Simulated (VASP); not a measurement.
**Cs2AgBiBr6: single point with PBEsol**

Crystal: Cs2AgBiBr6.

```xyz
10
Lattice="0.0000 5.5937 5.5937 5.5937 0.0000 5.5937 5.5937 5.5937 0.0000" Properties=species:S:1:pos:R:3 pbc="T T T"
Cs    2.7968    2.7968    2.7968
Cs    8.3905    8.3905    8.3905
Ag    5.5937    5.5937    5.5937
Bi    0.0000    0.0000    0.0000
Br    5.5937    2.8406    5.5937
Br    8.3467    5.5937    5.5937
Br    5.5937    8.3467    5.5937
Br    2.8406    5.5937    5.5937
Br    5.5937    5.5937    2.8406
Br    5.5937    5.5937    8.3467
```

```yaml
Program: VASP 6.6.1
Task: single point
Functional: PBEsol
Potentials_or_basis: VASP PAW PBE potentials, release 64 (Cs_sv, Ag, Bi_d, Br)
Cutoff: 520 eV
k_mesh: 4 × 4 × 4
Occupations: gaussian, width 0.02 eV
Spin: no spin polarisation
Dipole_correction: no
Further_INCAR_settings: ALGO = Normal; EDIFF = 1e-06; NBANDS = 54
```

```yaml
Pressure: 0.0 GPa
Largest_force: 0.006 eV/Å
Band_gap_on_the_k_mesh: 1.10 eV (least direct gap 2.33 eV)
```

Forces in eV/Å, atoms in the order of the input:
```
Cs   0.000  0.000  0.000
Cs   0.000  0.000  0.000
Ag   0.000  0.000  0.000
Bi   0.000  0.000  0.000
Br   0.000  0.006  0.000
Br  -0.006  0.000  0.000
Br   0.000 -0.006  0.000
Br   0.006  0.000  0.000
Br   0.000  0.000  0.006
Br   0.000  0.000 -0.006
```

Levels at points of the mesh, in eV from the valence-band top:
| k point | band 39 | band 40 | band 41 | band 42 | band 43 | band 44 | band 45 | band 46 | band 47 | band 48 |
| --- | --- | --- | --- | --- | --- | --- | --- | --- | --- | --- |
| (0.00, 0.00, 0.00) | -1.25 | -1.25 | -1.25 | -0.63 | -0.63 | 2.06 | 2.06 | 2.06 | 3.45 | 4.35 |
| (0.50, 0.00, 0.00) | -1.58 | -1.58 | -1.54 | -1.26 | -1.26 | 1.10 | 3.53 | 3.53 | 4.80 | 4.91 |
| (0.50, 0.50, 0.00) | -1.63 | -1.63 | -1.27 | -0.64 | 0.00 | 2.58 | 2.58 | 2.96 | 4.47 | 5.12 |

Run time: 2.1 min on 1 thread of AMD EPYC 9R45 96-Core Processor (Zen 5), on a shared host, peak memory 0.56 GiB.

Caveat: the PAW data sets were made with another functional, which shifts forces and pressure a little; spin-orbit coupling is left out, which moves the levels of the heavy elements. A k mesh can miss the band edges.
